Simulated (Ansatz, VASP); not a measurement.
# One calculation of C33O2, two programs

```
CELL_PARAMETERS angstrom
9.86400 0.00000 0.00000
-4.93200 8.54247 0.00000
0.00000 0.00000 11.00000
ATOMIC_POSITIONS crystal
C 0.00245 0.00039 0.08341
C 0.16908 0.08368 0.08269
C 0.00241 0.25037 0.08380
C 0.16913 0.33378 0.08290
C 0.00246 0.50042 0.08450
C 0.16913 0.58376 0.08426
C 0.00245 0.75042 0.08427
C 0.16909 0.83372 0.08420
C 0.25243 0.00040 0.08354
C 0.41912 0.08374 0.08388
C 0.25250 0.25037 0.08216
C 0.41919 0.33380 0.08246
C 0.25252 0.50048 0.08339
C 0.41919 0.58378 0.08322
C 0.25246 0.75043 0.08439
C 0.41912 0.83374 0.08438
C 0.50246 0.00040 0.08445
C 0.66913 0.08374 0.08455
C 0.50247 0.25042 0.08350
C 0.66915 0.33378 0.08420
C 0.50250 0.50047 0.08289
C 0.66910 0.58376 0.08380
C 0.50247 0.75042 0.08404
C 0.66913 0.83374 0.08422
C 0.75246 0.00040 0.08437
C 0.91912 0.08371 0.08385
C 0.75244 0.25041 0.08455
C 0.91911 0.33374 0.08445
C 0.75245 0.50041 0.08420
C 0.91911 0.58375 0.08449
C 0.75245 0.75042 0.08412
C 0.91912 0.83376 0.08405
C 0.24199 0.28956 0.36744
O 0.35437 0.41190 0.36631
O 0.12967 0.16717 0.36942
```

Alike in both runs: functional r2SCAN; dispersion D3(BJ); k mesh 1 × 1 × 1; occupations fermi-dirac, width 0.05 eV; no spin polarisation.

Ansatz relaxed the structure, and its values are those at the end. VASP's run is a single point on that final structure, the one shown.

|  | VASP | Ansatz |
| --- | --- | --- |
| version | VASP 6.6.1 | Ansatz 0.2.0 |
| potentials or method | VASP PAW PBE potentials, release 64 (C, O), cutoff 520 eV | scalar-relativistic, plane waves, PAW |
| valence electrons in the cell | 144 | 144 |

```csv
,VASP,Ansatz,Ansatz less VASP
rms of the force components (eV/Å),0.114,0.006,-0.1080
```

VASP's potentials were made for PBE, not for r2SCAN. Ansatz's warnings: dispersion damping borrowed.

Noted on VASP's run: the standard files for N, O and F lose accuracy on very short bonds.
